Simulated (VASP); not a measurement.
Write the native input for VASP 6.6.1 that does the following.

```yaml
Task: electric field gradients
Functional: LDA
Potentials_or_basis: VASP PAW LDA potentials, release 64 (Zr_sv, Os)
Cutoff: 520 eV
k_mesh: 13 × 13 × 13
Occupations: fermi-dirac, width 0.03 eV
Spin: no spin polarisation
Dipole_correction: no
Further_INCAR_settings: ALGO = Normal; EDIFF = 1e-08; NBANDS = 17
```

The structure of ZrOs lies in POSCAR:

```
ZrOs
1.0
    3.3269966396      0.0000000000      0.0000000000
    0.0000000000      3.3269966396      0.0000000000
    0.0000000000      0.0000000000      3.3269966396
Zr Os
1 1
Direct
    0.5000000000      0.5000000000      0.5000000000
    0.0000000000      0.0000000000      0.0000000000
```

This cell differs from its parent crystal: volume scaled by 1.06.

These files were run (other wordings do the same):

INCAR

```
SYSTEM = ZrOs
ALGO = Normal
EDIFF = 1E-8
ENCUT = 520
GGA = CA
ISIF = 2
ISMEAR = -1
LASPH = .TRUE.
LCHARG = .FALSE.
LEFG = .TRUE.
LREAL = .FALSE.
LWAVE = .FALSE.
NBANDS = 17
NELM = 60
PREC = Accurate
SIGMA = 0.03
```

KPOINTS

```
k-points
0
G
  13 13 13
  0 0 0
```

Potentials or basis: VASP PAW LDA potentials, release 64 (Zr_sv, Os).

Launch:

```bash
$ cat potpaw_LDA.64/Zr_sv/POTCAR potpaw_LDA.64/Os/POTCAR > POTCAR
$ mpirun -np 1 vasp_std > vasp.out
```

It gave:

```json
{
  "Pressure": "-17.7 GPa",
  "Band gap on the k mesh": "zero (band 10 reaches 9.16 eV, above the bottom of band 11 at 8.27 eV)"
}
```

Caveat: without QUAD_EFG the Cq values of the log hold for a quadrupole moment of 1 mb, not for the nuclei; spin-orbit coupling is left out, which moves the levels of the heavy elements.

Run time: 61 s on 1 thread of Intel(R) Xeon(R) Platinum 8375C CPU @ 2.90GHz (Ice Lake), with other jobs on the host, peak memory 0.18 GiB.
